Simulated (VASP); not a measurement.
# GaP (F-43m) in VASP: notebook, part 2 of 2

VASP 6.6.1. The steps go on from the part before.

## Step 3: Single point, PBE

This run uses another cell than the first one, of 20.87 Å³/atom, 1.161 times its volume.

The input, INCAR:

```
SYSTEM = GaP
PREC = Accurate ; ENCUT = 520
EDIFF = 1E-7 ; ISMEAR = 0
SIGMA = 0.01 ; LREAL = .False.
LASPH = .True. ; NELM = 80
ALGO = Normal ; ISIF = 2
LWAVE = .False. ; LCHARG = .False.
GGA = PE ; NBANDS = 16
```

The input, KPOINTS:

```
regular mesh
0
Gamma
  8 8 8
  0 0 0
```

The input, POSCAR:

```
GaP
1.0
    0.0000000000      2.7530369381      2.7530369381
    2.7530369381      0.0000000000      2.7530369381
    2.7530369381      2.7530369381      0.0000000000
Ga P
1 1
Direct
    0.0000000000      0.0000000000      0.0000000000
    0.7500000000      0.7500000000      0.7500000000
```

Potentials or basis: VASP PAW PBE potentials, release 64 (Ga_d, P).

Command:

```console
> cat potpaw_PBE.64/Ga_d/POTCAR potpaw_PBE.64/P/POTCAR > POTCAR
> mpirun -np 1 vasp_std > vasp.out
```

It took 18 s on 1 thread of Intel Xeon Platinum 8375C at 2.90GHz (Ice Lake), shared host; peak memory 0.17 GiB.

Results (log left out):

| Property | Result |
| --- | --- |
| Free energy | -9.1256 eV |
| Pressure | 0.0 GPa |
| Band gap on the k mesh | 1.58 eV, direct |

Levels at points of the mesh, in eV from the valence-band top:
```
           k point  band 7  band 8  band 9  band 10  band 11  band 12
(0.00, 0.00, 0.00)    0.00    0.00    0.00     1.58     3.90     3.90
(0.50, 0.00, 0.00)   -6.46   -1.07   -1.07     1.58     4.73     4.73
(0.50, 0.50, 0.00)   -6.61   -2.58   -2.58     1.72     1.85    10.37
```

## Step 4: Relaxation of cell and atoms, PBE

This run uses another cell than the first one, of 20.85 Å³/atom, 1.160 times its volume.

The input, INCAR:

```
SYSTEM = GaP
PREC = Accurate
ENCUT = 600
EDIFF = 1E-6
ISMEAR = 0
SIGMA = 0.01
LREAL = .False.
LASPH = .True.
NELM = 100
ALGO = Normal
ISIF = 3
LWAVE = .False.
LCHARG = .False.
GGA = PE
IBRION = 2
NSW = 80
EDIFFG = -0.001
```

The input, KPOINTS:

```
Automatic mesh
0
Gamma
  8 8 8
  0 0 0
```

The input, POSCAR:

```
GaP
1.0
    0.0000000000      2.7525368110      2.7525368110
    2.7525368110      0.0000000000      2.7525368110
    2.7525368110      2.7525368110      0.0000000000
Ga P
1 1
Direct
    0.0000000000      0.0000000000      0.0000000000
    0.7500000000      0.7500000000      0.7500000000
```

Potentials or basis: VASP PAW PBE potentials, release 64 (Ga_d, P).

Command:

```console
> cat potpaw_PBE.64/Ga_d/POTCAR potpaw_PBE.64/P/POTCAR > POTCAR
> mpirun -np 1 vasp_std > vasp.out
```

OUTCAR:

```text
SYSTEM = GaP
   PREC = Accurate
   ENCUT = 600
   EDIFF = 1E-6
   ISMEAR = 0
   LREAL = .False.
   LASPH = .True.
   NELM = 100
   ISIF = 3
   GGA = PE
   IBRION = 2
   NSW = 80
   EDIFFG = -0.001

 ion  position               nearest neighbor table
   1  0.000  0.000  0.000-   2 2.38   2 2.38   2 2.38   2 2.38
   2  0.750  0.750  0.750-   1 2.38   1 2.38   1 2.38   1 2.38

  LATTYP: Found a face centered cubic cell.
 ALAT       =     5.5050736220

  Lattice vectors:

 A1 = (   0.0000000000,   2.7525368110,   2.7525368110)
 A2 = (   2.7525368110,   0.0000000000,   2.7525368110)
 A3 = (   2.7525368110,   2.7525368110,   0.0000000000)

Analysis of symmetry for initial positions (statically):
[... 370 lines left out ...]
 fundamental gap:      1.5785917543
 Fermi energy:         4.4515841040

 k-point     1 :       0.0000    0.0000    0.0000
  band No.  band energies     occupation
      1     -10.1546      2.00000
      2     -10.1546      2.00000
      3     -10.1546      2.00000
      4     -10.0638      2.00000
      5     -10.0638      2.00000
      6      -7.9193      2.00000
      7       4.3502      2.00000
      8       4.3502      2.00000
      9       4.3502      2.00000
     10       5.9288      0.00000
     11       8.2459      0.00000
     12       8.2459      0.00000
     13       8.2459      0.00000
[... 354 lines left out ...]
  band No.  band energies     occupation
      1     -10.2331      2.00000
      2     -10.1265      2.00000
      3     -10.1157      2.00000
      4     -10.0682      2.00000
      5     -10.0572      2.00000
      6      -5.5618      2.00000
      7      -1.9230      2.00000
      8       1.2663      2.00000
      9       2.4968      2.00000
     10       7.7176      0.00000
     11       8.6691      0.00000
     12      10.7226      0.00000
     13      12.1854      0.00000

 [... further k-points ...]
[... 5 lines left out ...]
  --------------------------------------------------------------------------------------
  -------------------------------------------------------------------------------------
  Total        0.0004502      0.0004502      0.0004502      0.0000000      0.0000000     -0.0000000
  in kB        0.0172902      0.0172902      0.0172902      0.0000000      0.0000000     -0.0000000
  external PRESSURE =       0.0172902 kB  Pullay stress =       0.0000000 kB
[... 17 lines left out ...]
  FREE ENERGIE OF THE ION-ELECTRON SYSTEM (eV)
  ---------------------------------------------------
  free  energy   TOTEN  =        -9.1254717050 eV

  energy  without entropy=       -9.1254717050  energy(sigma->0) =       -9.12547171

 reached required accuracy - stopping structural energy minimisation
```

CONTCAR:

```text
GaP
   1.00000000000000
     0.0000000000000000    2.7527046950438616    2.7527046950438616
     2.7527046950438616   -0.0000000000000000    2.7527046950438616
     2.7527046950438616    2.7527046950438616   -0.0000000000000000
  Ga              P
     1     1
Direct
     0.0000000000000000    0.0000000000000000    0.0000000000000000
     0.7500000000000000    0.7500000000000000    0.7500000000000000

  0.00000000E+00  0.00000000E+00  0.00000000E+00
  0.00000000E+00  0.00000000E+00  0.00000000E+00
```

Wall time 66 s (1 thread of Intel Xeon Platinum 8375C at 2.90GHz (Ice Lake), shared host); peak memory 0.19 GiB.

Results:

| Property | Result |
| --- | --- |
| Free energy | -9.1255 eV |
| Relaxed volume | 20.86 Å³/atom |
| Relaxed cell | a = 3.893 Å, b = 3.893 Å, c = 3.893 Å, α = 60.00°, β = 60.00°, γ = 60.00° |
| Space group after relaxing (to 0.05 Å) | F-43m (No. 216) |
| Energy gained by relaxing | 0.0 meV/atom |
| Ionic steps | 19 |
| Pressure after relaxing | 0.0 GPa |
| Band gap on the k mesh | 1.58 eV, direct |

Final structure:
```
Ga P
1.0
     0.00000    2.75270    2.75270
     2.75270    0.00000    2.75270
     2.75270    2.75270    0.00000
Ga P
1 1
Direct
  0.00000 0.00000 0.00000
  0.75000 0.75000 0.75000
```

## Step 5: Relaxation of cell and atoms, PBE, target pressure 16 GPa, at which the enthalpy is minimised

This run uses another cell than the first one, of 20.87 Å³/atom, 1.161 times its volume.

The input, INCAR:

```
SYSTEM = GaP
PREC = Accurate
ENCUT = 600
EDIFF = 1E-6
ISMEAR = 0
SIGMA = 0.01
LREAL = .FALSE.
LASPH = .TRUE.
NELM = 80
ALGO = Normal
ISIF = 3
LWAVE = .FALSE.
LCHARG = .FALSE.
GGA = PE
IBRION = 2
NSW = 80
EDIFFG = -0.001
PSTRESS = 160.0
```

The input, KPOINTS:

```
regular mesh
0
G
  8 8 8
  0 0 0
```

The input, POSCAR:

```
GaP
1.0
    0.0000000000      2.7530369381      2.7530369381
    2.7530369381      0.0000000000      2.7530369381
    2.7530369381      2.7530369381      0.0000000000
Ga P
1 1
Direct
    0.0000000000      0.0000000000      0.0000000000
    0.7500000000      0.7500000000      0.7500000000
```

Command:

```console
> cat potpaw_PBE.64/Ga_d/POTCAR potpaw_PBE.64/P/POTCAR > POTCAR
> mpirun -np 1 vasp_std > vasp.out
```

It took 98 s on 1 thread of Intel Xeon Platinum 8375C at 2.90GHz (Ice Lake), shared host; peak memory 0.2 GiB.

Results (log left out):

```yaml
Free_energy: -8.8727 eV
Relaxed_volume: 17.96 Å³/atom
Relaxed_cell: a = 3.703 Å, b = 3.703 Å, c = 3.703 Å, α = 60.00°, β = 60.00°, γ = 60.00°
Space_group_after_relaxing_to_0.05_Å: F-43m (No. 216)
Energy_change_on_relaxing_the_enthalpy_is_what_falls: +126.4 meV/atom
Ionic_steps: 16
Pressure_after_relaxing: 16.0 GPa
Band_gap_on_the_k_mesh: 1.38 eV, indirect (least direct gap 2.84 eV)
```

Step by step:
| step | energy change (eV) | largest force (eV/Å) | pressure (GPa) | volume (Å³) |
| --- | --- | --- | --- | --- |
| 1 | 0.0000 | 0.0000 | -0.07 | 41.73 |
| 2 | 1.3120 | 0.0000 | 48.84 | 30.32 |
| 3 | 0.2337 | 0.0000 | 15.26 | 36.11 |
| 4 | 0.2493 | 0.0000 | 15.88 | 35.95 |
| 5 | 0.2603 | 0.0000 | 16.29 | 35.84 |
| 6 | 0.2451 | 0.0000 | 15.64 | 35.99 |
| 7 | 0.2533 | 0.0000 | 16.01 | 35.91 |
| 8 | 0.2531 | 0.0000 | 16.01 | 35.91 |
| 9 | 0.2491 | 0.0000 | 15.78 | 35.95 |
| 10 | 0.2528 | 0.0000 | 16.03 | 35.91 |
| 11 | 0.2509 | 0.0000 | 15.87 | 35.93 |
| 12 | 0.2525 | 0.0000 | 16.02 | 35.92 |
| 13 | 0.2517 | 0.0000 | 15.91 | 35.92 |
| 14 | 0.2523 | 0.0000 | 16.04 | 35.92 |
| 15 | 0.2520 | 0.0000 | 15.98 | 35.92 |
| 16 | 0.2528 | 0.0000 | 16.00 | 35.91 |

Final structure:
```
Ga P
1.0
     0.00000    2.61864    2.61864
     2.61864    0.00000    2.61864
     2.61864    2.61864    0.00000
Ga P
1 1
Cartesian
  2.6186 0.0000 2.6186
  3.9280 3.9280 3.9280
```

Levels at points of the mesh, in eV from the valence-band top:
```csv
k point,band 7,band 8,band 9,band 10,band 11,band 12
"(0.00, 0.00, 0.00)",0.00,0.00,0.00,2.84,3.83,3.83
"(0.50, 0.00, 0.00)",-7.38,-1.31,-1.31,2.04,4.66,4.66
"(0.50, 0.50, 0.00)",-7.36,-3.13,-3.13,1.38,1.66,11.49
```

Caveat: the cell is relaxed towards a set pressure, so the enthalpy falls and the energy may rise. A k mesh can miss the band edges.

## Step 6: Single point, PBE

This run uses another cell than the first one, of 15.75 Å³/atom, 0.876 times its volume.

The input, INCAR:

```
ALGO = Normal
EDIFF = 1E-6
ENCUT = 520
GGA = PE
ISIF = 2
ISMEAR = 0
LASPH = True
LCHARG = False
LREAL = False
LWAVE = False
NBANDS = 16
NELM = 100
PREC = Accurate
SIGMA = 0.01
```

The input, KPOINTS:

```
k-points
0
Gamma
  8 8 8
```

The input, POSCAR:

```
GaP
1.0
    0.0000000000      2.5068512942      2.5068512942
    2.5068512942      0.0000000000      2.5068512942
    2.5068512942      2.5068512942      0.0000000000
Ga P
1 1
Direct
    0.0000000000      0.0000000000      0.0000000000
    0.7500000000      0.7500000000      0.7500000000
```

Potentials or basis: VASP PAW PBE potentials, release 64 (Ga_d, P).

Command:

```console
> cat potpaw_PBE.64/Ga_d/POTCAR potpaw_PBE.64/P/POTCAR > POTCAR
> mpirun -np 1 vasp_std > vasp.out
```

Wall time 8.7 s (1 thread of Intel Xeon 6975P-C (Granite Rapids), shared host); peak memory 0.16 GiB.

The run converged. Its results:

```yaml
Free_energy: -8.1384 eV
Pressure: 39.6 GPa
Band_gap_on_the_k_mesh: 1.01 eV, indirect (least direct gap 3.69 eV)
```

Levels at points of the mesh, in eV from the valence-band top:
```
           k point  band 5  band 6  band 7  band 8  band 9  band 10  band 11  band 12  band 13  band 14
(0.00, 0.00, 0.00)  -15.06  -14.69    0.00    0.00    0.00     3.69     3.69     3.69     3.98     9.98
(0.50, 0.00, 0.00)  -15.05  -11.65   -8.35   -1.55   -1.55     2.42     4.51     4.51     8.54    12.43
(0.50, 0.50, 0.00)  -15.01  -10.42   -8.13   -3.70   -3.70     1.01     1.38    12.39    12.39    12.87
```

## Step 7: Summary

```csv
task,cell,cutoff (eV),gap on the mesh (eV),pressure (GPa)
single point,"a = 3.704 Å, angles 60.0°, 2 atoms",520,1.38,15.8
single point,"a = 3.893 Å, angles 60.0°, 2 atoms",520,1.58,0.0
relaxation of cell and atoms,"relaxed from a = 3.893 Å, angles 60.0°, 2 atoms",600,1.58,0.0
relaxation of cell and atoms,"relaxed to 16 GPa from a = 3.893 Å, angles 60.0°, 2 atoms",600,1.38,16.0
single point,"a = 3.545 Å, angles 60.0°, 2 atoms",520,1.01,39.6
```

Alike in all rows: level PBE; potentials or basis VASP PAW PBE potentials, release 64 (Ga_d, P); no spin polarisation; k mesh 8 × 8 × 8; smearing gaussian 0.01 eV.

Caveats: the cell is relaxed towards a set pressure, so the enthalpy falls and the energy may rise (some runs).

Total energies depend on the potentials used, so only differences within one code and one set of settings carry meaning.
